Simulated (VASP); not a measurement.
Crystal: SnSe4.

```
Sn Se
1.0
    -3.28848    3.28848    3.28848
     3.28848   -3.28848    3.28848
     3.28848    3.28848   -3.28848
Sn Se
1 4
Direct
  0.00000 0.00000 0.00000
  0.00000 0.00000 0.50000
  0.50000 0.00000 0.00000
  0.00000 0.50000 0.00000
  0.50000 0.50000 0.50000
```

The cell was built from a structure type or drawn by symmetry, and may not be a known phase.

```yaml
Program: VASP 6.6.1
Task: relaxation of cell and atoms
Functional: PBE
Potentials_or_basis: VASP PAW PBE potentials, release 64 (Sn_d, Se)
Cutoff: 600 eV
k_mesh: 8 × 8 × 8
Occupations: gaussian, width 0.1 eV
Spin: no spin polarisation
```

At the start: pressure -1.6 GPa; volume 28.45 Å³/atom.

Q: How do energy, volume and symmetry change on relaxing?

A: Over 3 steps the energy falls by 4.8 meV/atom and the volume is 27.49 Å³/atom (-3.4 %); space group Im-3m (No. 229, to 0.1 Å) before and after.

Step by step:
```tsv
step	energy change (eV)	largest force (eV/Å)	pressure (GPa)	volume (Å³)
1	0.0000	0.0000	-1.56	142.25
2	-0.0234	0.0000	0.30	136.61
3	-0.0242	0.0000	0.01	137.43
```

Final structure:
```yaml
crystal:
  lattice:
    - [-3.25091, 3.25091, 3.25091]
    - [3.25091, -3.25091, 3.25091]
    - [3.25091, 3.25091, -3.25091]
  atoms:
    - { symbol: Sn, position: [0.00000, 0.00000, 0.00000] }
    - { symbol: Se, position: [0.00000, 0.00000, 0.50000] }
    - { symbol: Se, position: [0.50000, 0.00000, 0.00000] }
    - { symbol: Se, position: [0.00000, 0.50000, 0.00000] }
    - { symbol: Se, position: [0.50000, 0.50000, 0.50000] }
```
